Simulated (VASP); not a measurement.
AlN, 2 atoms in the cell. The structure is cubic, space group F-43m (No. 216). Conventional cell: a = 4.370 Å, b = 4.370 Å, c = 4.370 Å, α = 90.00°, β = 90.00°, γ = 90.00°. Al (site symmetry -43m) has 4 N at 1.89 Å within 2.5 Å. N (site symmetry -43m) has 4 Al at 1.89 Å within 2.5 Å. 

```yaml
Program: VASP 6.6.1
Task: single point
Functional: PBEsol
Potentials_or_basis: VASP PAW PBE potentials, release 64 (Al, N)
Cutoff: 600 eV
k_mesh: 8 × 8 × 8
Occupations: fermi-dirac, width 0.5 eV
Spin: no spin polarisation
Dipole_correction: no
Further_INCAR_settings: ALGO = Normal; EDIFF = 1e-06; NBANDS = 11
```

Potentials or basis: VASP PAW PBE potentials, release 64 (Al, N).

Command:

```console
$ cat potpaw_PBE.64/Al/POTCAR potpaw_PBE.64/N/POTCAR > POTCAR
$ mpirun -np 1 vasp_std > vasp.out
```

Hardware: 1 thread of Intel Xeon 8259CL, with other jobs on the host.

Task: Estimate the wall time of this run.

Result: Run time: 16 s on 1 thread of Intel Xeon 8259CL, with other jobs on the host, peak memory 0.15 GiB. Counts: scf iterations 11, k points 29.
